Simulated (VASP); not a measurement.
Set up this calculation in VASP 6.6.1, as the native input.

| Quantity | Value |
| --- | --- |
| Task | single point |
| Functional | LDA |
| Potentials or basis | VASP PAW LDA potentials, release 64 (Ta_pv, N) |
| Cutoff | 520 eV |
| k mesh | 18 × 18 × 18 |
| Occupations | gaussian, width 0.15 eV |
| Spin | no spin polarisation |
| Dipole correction | no |
| Further INCAR settings | ALGO = Normal; EDIFF = 1e-07; NBANDS = 15 |

The structure of TaN lies in POSCAR:

```
TaN
1.0
    0.0000000000      2.1738356505      2.1738356505
    2.1738356505      0.0000000000      2.1738356505
    2.1738356505      2.1738356505      0.0000000000
Ta N
1 1
Direct
    0.5000000000      0.5000000000      0.5000000000
    0.0000000000      0.0000000000      0.0000000000
```

These files were run (other wordings do the same):

INCAR

```
SYSTEM = TaN
ALGO = Normal ; EDIFF = 1E-7
ENCUT = 520 ; ISIF = 2
ISMEAR = 0 ; LASPH = .True.
LCHARG = .False. ; LREAL = .False.
LWAVE = .False. ; NBANDS = 15
NELM = 80 ; PREC = Accurate
SIGMA = 0.15
```

KPOINTS

```
k-points
0
Gamma
  18 18 18
  0 0 0
```

Potentials or basis: VASP PAW LDA potentials, release 64 (Ta_pv, N).

Command:

```sh
$ cat potpaw_LDA.64/Ta_pv/POTCAR potpaw_LDA.64/N/POTCAR > POTCAR
$ mpirun -np 1 vasp_std > vasp.out
```

It gave:

- Pressure: 2.2 GPa
- Band gap on the k mesh: zero (band 8 reaches 11.79 eV, above the bottom of band 9 at 7.57 eV)

Caveat: spin-orbit coupling is left out, which moves the levels of the heavy elements.

It took 15 s on 1 thread of Intel(R) Xeon(R) 6975P-C (Granite Rapids), with other jobs on the host, peak memory 0.18 GiB.
